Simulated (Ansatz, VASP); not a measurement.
# HgTe: VASP beside Ansatz

```
Hg Te
1.0
     0.06447    3.25574    3.25574
     3.25574    0.06447    3.25574
     3.25574    3.25574    0.06447
Hg Te
1 1
Cartesian
  0.0000 0.0000 0.0000
  4.9320 4.9320 4.9320
```

Change from the starting cell: equal xy, yz and zx shear strains of +2 %, PAW files.

Alike in both runs: task electric field gradients; functional LDA; k mesh 11 × 11 × 11; occupations fermi-dirac, width 0.03 eV; no spin polarisation.

```csv
,VASP,Ansatz
version,VASP 6.6.1,Ansatz 0.2.0
potentials or method,"VASP PAW LDA potentials, release 64 (Hg, Te)","PAW with Ansatz's default frozen-core files, scalar-relativistic"
plane-wave cutoff (eV),520,420
valence electrons in the cell,18,36
```

```csv
,VASP,Ansatz,Ansatz less VASP
pressure (GPa),0.1,-0.2,-0.27
"traceless stress, the component that is largest in VASP (GPa)",-0.79,-0.77,+0.021
rms of the force components (eV/Å),0.099,0.093,-0.0062
size of Vzz on the site where it differs most (V/Å²),56.5,47.2,-9.30
```

LDA's correlation is that of Perdew and Zunger in VASP and of Perdew and Wang (1992) in Ansatz. Atom by atom the forces differ by 0.006 eV/Å (rms over components). VASP's potentials hold 18 valence electrons a cell and Ansatz's 36, so a difference there can come from the potentials and not from the codes.

Spin-orbit coupling is off throughout.
